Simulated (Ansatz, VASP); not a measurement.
**Rh: VASP beside Ansatz**

The input POSCAR:

```
Rh
1.0
    0.0000000000      1.9008071574      1.9008071574
    1.9008071574      0.0000000000      1.9008071574
    1.9008071574      1.9008071574      0.0000000000
Rh
1
Direct
    0.0000000000      0.0000000000      0.0000000000
```

File INCAR.step1:

```
SYSTEM = Rh
PREC = Accurate ; ENCUT = 680
ISMEAR = -1 ; SIGMA = 0.1
LREAL = .FALSE. ; LASPH = .TRUE.
NELM = 120 ; NBANDS = 14
GGA = PE ; ALGO = Normal
EDIFF = 1E-5 ; LWAVE = .TRUE.
LCHARG = .FALSE. ; GGA_COMPAT = .FALSE.
```

File INCAR.step2:

```
SYSTEM = Rh
PREC = Accurate ; ENCUT = 680
EDIFF = 1E-6 ; ISMEAR = -1
SIGMA = 0.1 ; LREAL = .FALSE.
LASPH = .TRUE. ; NELM = 120
ALGO = Normal ; ISIF = 2
LWAVE = .FALSE. ; LCHARG = .FALSE.
METAGGA = R2SCAN ; LMIXTAU = .TRUE.
NBANDS = 14 ; ISTART = 1
GGA_COMPAT = .FALSE.
```

KPOINTS

```
Automatic mesh
0
G
  21 21 21
  0 0 0
```

Input for Ansatz:

```yaml
crystal:
  lattice:
    - [0.0, 1.9008071574, 1.9008071574]
    - [1.9008071574, 0.0, 1.9008071574]
    - [1.9008071574, 1.9008071574, 0.0]
  atoms:
    - { symbol: Rh, position: [0.0, 0.0, 0.0] }
hamiltonian:
  xc: r2scan
  pseudopotentials:
    kind: paw
    azcp:
      Rh: "pseudopotentials/Rh.paw.azcp"
basis:
  ecutwfc: 500
  fft_grid_basis: typed
kpoints:
  mp_grid: { grid: [21, 21, 21], shift: [0, 0, 0] }
magnetization:
  spin_polarized: false
scf:
  occupations: { method: fermi_dirac, width: 0.1 }
  lower_state_search: "off"
output:
  stress: true
```

Alike in both runs: task single point; functional r2SCAN; k mesh 21 × 21 × 21; occupations fermi-dirac, width 0.1 eV; no spin polarisation.

|  | VASP | Ansatz |
| --- | --- | --- |
| version | VASP 6.6.1 | Ansatz 0.2.0 |
| potentials or method | VASP PAW PBE potentials, release 64 (Rh_sv_GW), cutoff 680 eV | plane waves (500 eV) with PAW, scalar-relativistic |
| valence electrons in the cell | 17 | 17 |

```csv
,VASP,Ansatz,Ansatz less VASP
pressure (GPa),0.0,0.0,-0.06
```

VASP's potentials were made for PBE, not for r2SCAN.
